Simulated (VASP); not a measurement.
Wanted: the native input for a VASP 6.6.1 run.

| Quantity | Value |
| --- | --- |
| Task | single point |
| Functional | PBE |
| Potentials or basis | VASP PAW PBE potentials, release 64 (Ca_sv, Be, O) |
| Cutoff | 520 eV |
| k mesh | 6 × 6 × 4 |
| Occupations | gaussian, width 0.1 eV |
| Spin | collinear spin, ferromagnetic start |
| Starting moments | [0.0, 0.0, 0.0, 1.0, 1.0, 1.0] μB |
| Dipole correction | no |
| Further INCAR settings | ALGO = Normal; EDIFF = 1e-06; NBANDS = 29 |

The structure of CaBe2O3 lies in POSCAR:

```
CaBe2O3
1.0
    3.3637879100      0.0000000000      0.0000000000
   -1.6818939500      2.9131257800      0.0000000000
    0.0000000000      0.0000000000      6.6167101100
Ca Be O
1 2 3
Direct
    0.6666666700      0.3333333300      0.0000000000
    0.3333333300      0.6666666700      0.2428220100
    0.3333333300      0.6666666700      0.7571779900
    0.6666666700      0.3333333300      0.5000000000
    0.0000000000      0.0000000000      0.0000000000
    0.0000000000      0.0000000000      0.5000000000
```

One way to write it, as run:

INCAR

```
PREC = Accurate
ENCUT = 520
EDIFF = 1E-6
ISMEAR = 0
SIGMA = 0.1
LREAL = F
LASPH = T
NELM = 150
ALGO = Normal
ISIF = 2
LWAVE = F
LCHARG = F
ISPIN = 2
MAGMOM = 0 0 0 1 1 1
LORBIT = 11
GGA = PE
NBANDS = 29
```

KPOINTS

```
Automatic mesh
0
Gamma
  6 6 4
```

Potentials or basis: VASP PAW PBE potentials, release 64 (Ca_sv, Be, O).

Command:

```bash
$ cat potpaw_PBE.64/Ca_sv/POTCAR potpaw_PBE.64/Be/POTCAR potpaw_PBE.64/O/POTCAR > POTCAR
$ mpirun -np 1 vasp_std > vasp.out
```

Results of the run:

```
Pressure                                              : 29.2 GPa
Largest force                                         : 4.517 eV/Å
Net moment                                            : 0.99 μB per cell
Site moments                                          : Ca +0.10; Be +0.12; O +0.13, +0.12, +0.14 μB
Valence electrons inside the program's atomic spheres : Ca 8.83; Be 0.69; O 4.72, 5.07
```

Caveat: forces of over 1 eV/Å act on the atoms, so gaps and moduli don't describe the material at rest.

Wall time 120 s on 1 thread of Intel(R) Xeon(R) Platinum 8259CL CPU @ 2.50GHz (Skylake/Cascade Lake), with other jobs on the host, peak memory 0.25 GiB.
